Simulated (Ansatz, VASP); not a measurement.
**Two plane-wave programs on AlAs**

```
CELL_PARAMETERS angstrom
0.00000 2.68888 2.68888
2.68888 0.00000 2.68888
2.68888 2.68888 0.00000
ATOMIC_POSITIONS crystal
Al 0.00000 0.00000 0.00000
As 0.75000 0.75000 0.75000
```

Change from the starting cell: strain -0.050 along x and y, -0.050 along z, atoms carried along.

Alike in both runs: task single point; functional PBEsol; k mesh 8 × 8 × 8; occupations gaussian, width 0.05 eV; no spin polarisation.

|  | VASP | Ansatz |
| --- | --- | --- |
| version | VASP 6.6.1 | Ansatz 0.2.0 |
| potentials or method | VASP PAW PBE potentials, release 64 (Al, As), cutoff 500 eV | scalar-relativistic, plane waves, PAW |
| valence electrons in the cell | 8 | 18 |

Ansatz gave:

| Item | Value |
| --- | --- |
| gap on the k mesh at the Fermi level (eV) | 1.03 |
| least direct gap on the mesh (eV) | 3.21 |
| pressure (GPa) | 16.3 |

Estimate VASP's values.

gap on the k mesh at the Fermi level (eV): 1.01; least direct gap on the mesh (eV): 3.24; pressure (GPa): 16.9.

VASP's potentials were made for PBE, not for PBEsol. With one functional, cell and mesh, what is left measures potentials, basis and numerics. VASP's potentials hold 8 valence electrons a cell and Ansatz's 18, so a difference there can come from the potentials and not from the codes.
